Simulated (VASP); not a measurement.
# Ni (Fm-3m) in VASP: density of states with PBEsol

Aim: the density of states of Ni with PBEsol.

Program: VASP 6.6.1. These are calculated values, not measurements. Logs are shortened: lines on timing, memory, paths and dates and some standing lists are left out, and cuts for length are marked.

**1. The cell of the first run**

The structure is cubic, space group Fm-3m (No. 225). The conventional cell has a = 3.463 Å, b = 3.463 Å, c = 3.463 Å, α = 90.00°, β = 90.00°, γ = 90.00°. Ni (site symmetry m-3m) has 12 Ni at 2.45 Å within 3.2 Å.

**2. Density of states, PBEsol, collinear spin, ferromagnetic start**

Contents of POSCAR:

```
Ni
1.0
    0.0000000000      1.7316709324      1.7316709324
    1.7316709324      0.0000000000      1.7316709324
    1.7316709324      1.7316709324      0.0000000000
Ni
1
Direct
    0.0000000000      0.0000000000      0.0000000000
```

Contents of INCAR.step1:

```
PREC = Accurate ; ENCUT = 520
EDIFF = 1E-6 ; ISMEAR = -1
SIGMA = 0.05 ; LREAL = False
LASPH = True ; NELM = 150
ALGO = Normal ; ISIF = 2
LWAVE = False ; LCHARG = True
ISPIN = 2 ; MAGMOM = 1
LMAXMIX = 4 ; GGA = PS
NBANDS = 15
```

Contents of KPOINTS.step1:

```
regular mesh
0
Gamma
  19 19 19
```

Contents of INCAR.step2:

```
PREC = Accurate ; ENCUT = 520
EDIFF = 1E-6 ; ISMEAR = -5
SIGMA = 0.05 ; LREAL = False
LASPH = True ; NELM = 150
ALGO = Normal ; ISIF = 2
LWAVE = False ; LCHARG = False
ISPIN = 2 ; MAGMOM = 1
LORBIT = 10 ; LMAXMIX = 4
GGA = PS ; NBANDS = 15
NEDOS = 2001 ; ICHARG = 11
```

Contents of KPOINTS.step2:

```
regular mesh
0
Gamma
  29 29 29
```

Potentials or basis: VASP PAW PBE potentials, release 64 (Ni).

Launch:

```console
> cat potpaw_PBE.64/Ni/POTCAR > POTCAR
> cp INCAR.step1 INCAR
> cp KPOINTS.step1 KPOINTS
> mpirun -np 1 vasp_std > vasp.out
> cp INCAR.step2 INCAR
> cp KPOINTS.step2 KPOINTS
> mpirun -np 1 vasp_std > vasp.out
```

OUTCAR:

```text
PREC = Accurate
   ENCUT = 520
   EDIFF = 1E-6
   ISMEAR = -5
   LREAL = False
   LASPH = True
   NELM = 150
   ISIF = 2
   ISPIN = 2
   LORBIT = 10
   GGA = PS
   ICHARG = 11

 ion  position               nearest neighbor table
   1  0.000  0.000  0.000-

  LATTYP: Found a face centered cubic cell.
 ALAT       =     3.4633418648

  Lattice vectors:

 A1 = (   0.0000000000,   1.7316709324,   1.7316709324)
 A2 = (   1.7316709324,   0.0000000000,   1.7316709324)
 A3 = (   1.7316709324,   1.7316709324,   0.0000000000)

Analysis of symmetry for initial positions (statically):
=====================================================================
 Subroutine PRICEL returns:
 Original cell was already a primitive cell.

 Routine SETGRP: Setting up the symmetry group for a
 face centered cubic supercell.

 Subroutine GETGRP returns: Found 48 space group operations
 (whereof 48 operations were pure point group operations)
 out of a pool of 48 trial point group operations.

The static configuration has the point symmetry O_h .

Analysis of symmetry for dynamics (positions and initial velocities):
=====================================================================
 Subroutine PRICEL returns:
 Original cell was already a primitive cell.

 Routine SETGRP: Setting up the symmetry group for a
 face centered cubic supercell.

 Subroutine GETGRP returns: Found 48 space group operations
 (whereof 48 operations were pure point group operations)
 out of a pool of 48 trial point group operations.

The dynamic configuration has the point symmetry O_h .

Analysis of structural, dynamic, and magnetic symmetry:
=====================================================================
 Subroutine PRICEL returns:
 Original cell was already a primitive cell.

 Routine SETGRP: Setting up the symmetry group for a
 face centered cubic supercell.

 Subroutine GETGRP returns: Found 48 space group operations
 (whereof 48 operations were pure point group operations)
 out of a pool of 48 trial point group operations.

The overall configuration has the point symmetry O_h .

 Subroutine INISYM returns: Found 48 space group operations
 (whereof 48 operations are pure point group operations),
 and found     1 'primitive' translations

----------------------------------------------------------------------------------------

                                     Primitive cell

  volume of cell :      10.3855

  direct lattice vectors                    reciprocal lattice vectors
     0.000000000  1.731670932  1.731670932    -0.288738461  0.288738461  0.288738461
     1.731670932  0.000000000  1.731670932     0.288738461 -0.288738461  0.288738461
     1.731670932  1.731670932  0.000000000     0.288738461  0.288738461 -0.288738461

  length of vectors
[... 124 lines left out ...]
  ---------------------------------------------------
  free energy    TOTEN  =        -6.13532986 eV

  energy without entropy =       -6.13532986  energy(sigma->0) =       -6.13532986

 E-fermi :   9.8656     XC(G=0): -13.7132

 val. band max:        9.8965368863   @ k =   0.4138   0.4138   0.0000
 cond. band min:       9.8334728102   @ k =   0.3793   0.0690   0.0000
 fundamental gap:     -0.0630640761
 Fermi energy:         9.8656070346

 spin component 1

 k-point     1 :       0.0000    0.0000    0.0000
  band No.  band energies     occupation
      1       0.4729      1.00000
      2       7.3306      1.00000
      3       7.3306      1.00000
      4       7.3306      1.00000
      5       8.5792      1.00000
      6       8.5792      1.00000
      7      33.9520      0.00000
      8      38.1584      0.00000
      9      38.1584      0.00000
     10      38.1584      0.00000
     11      41.2416      0.00000
     12      41.2416      0.00000
     13      41.2416      0.00000
     14      44.1483      0.00000
[... 403 lines left out ...]
      4       7.5478      1.00000
      5       8.7612      1.00000
      6       8.8927      1.00000
      7      22.3635      0.00000
      8      33.3399      0.00000
      9      34.5588      0.00000
     10      37.0446      0.00000
     11      39.4680      0.00000
     12      41.5941      0.00000
     13      43.6330      0.00000
     14      49.0762      0.00000
     15      51.4005      0.00000

 [... further k-points ...]

 spin component 2

 k-point     1 :       0.0000    0.0000    0.0000
  band No.  band energies     occupation
      1       0.4615      1.00000
      2       8.0230      1.00000
      3       8.0230      1.00000
      4       8.0230      1.00000
      5       9.1639      1.00000
      6       9.1639      1.00000
      7      33.8446      0.00000
      8      38.1545      0.00000
      9      38.1545      0.00000
     10      38.1545      0.00000
     11      41.3585      0.00000
     12      41.3585      0.00000
     13      41.3585      0.00000
     14      44.0619      0.00000
[... 403 lines left out ...]
      4       8.1793      1.00000
      5       9.4195      1.00000
      6       9.5566      1.00000
      7      22.5512      0.00000
      8      33.2717      0.00000
      9      34.6597      0.00000
     10      37.1441      0.00000
     11      39.5042      0.00000
     12      41.6346      0.00000
     13      43.6723      0.00000
     14      49.1911      0.00000
     15      51.4989      0.00000

 [... further k-points ...]

------------------------ aborting loop because EDIFF is reached ----------------------------------------

  FORCE on cell =-STRESS in cart. coord.  units (eV):
  Direction    XX          YY          ZZ          XY          YZ          ZX
  --------------------------------------------------------------------------------------
  -------------------------------------------------------------------------------------
  Total       -0.1131951     -0.1131951     -0.1131951      0.0000000      0.0000000      0.0000000
  in kB      -17.4627242    -17.4627242    -17.4627242      0.0000000      0.0000000      0.0000000
  external PRESSURE =     -17.4627242 kB  Pullay stress =       0.0000000 kB

 VOLUME and BASIS-vectors are now :
 -----------------------------------------------------------------------------
  energy-cutoff  :      520.00
  volume of cell :       10.39
      direct lattice vectors                 reciprocal lattice vectors
     0.000000000  1.731670932  1.731670932    -0.288738461  0.288738461  0.288738461
     1.731670932  0.000000000  1.731670932     0.288738461 -0.288738461  0.288738461
     1.731670932  1.731670932  0.000000000     0.288738461  0.288738461 -0.288738461

 POSITION                                       TOTAL-FORCE (eV/Angst)
 -----------------------------------------------------------------------------------
      0.00000      0.00000      0.00000         0.000000      0.000000     -0.000000
 -----------------------------------------------------------------------------------
    total drift:                               -0.000000     -0.000000     -0.000000

  FREE ENERGIE OF THE ION-ELECTRON SYSTEM (eV)
  ---------------------------------------------------
  free  energy   TOTEN  =        -6.1353298589 eV

  energy  without entropy=       -6.1353298589  energy(sigma->0) =       -6.13532986

 total charge

# of ion       s       p       d       tot
------------------------------------------
    1        0.521   0.546   8.334   9.400

 magnetization (x)

# of ion       s       p       d       tot
------------------------------------------
    1       -0.006  -0.024   0.643   0.613
```

It took 1.8 min on 1 thread of Intel Xeon 6975P-C (Granite Rapids), shared host; peak memory 0.26 GiB.

What came out:

| Item | Value |
| --- | --- |
| Net moment | 0.60 μB per cell |
| Site moments | Ni +0.61 μB |
| Valence electrons inside the program's atomic spheres | Ni 9.40 |

Caveat: the PAW data sets were made with another functional, which shifts forces and pressure a little; tetrahedron occupations give inexact forces and stress in metals.
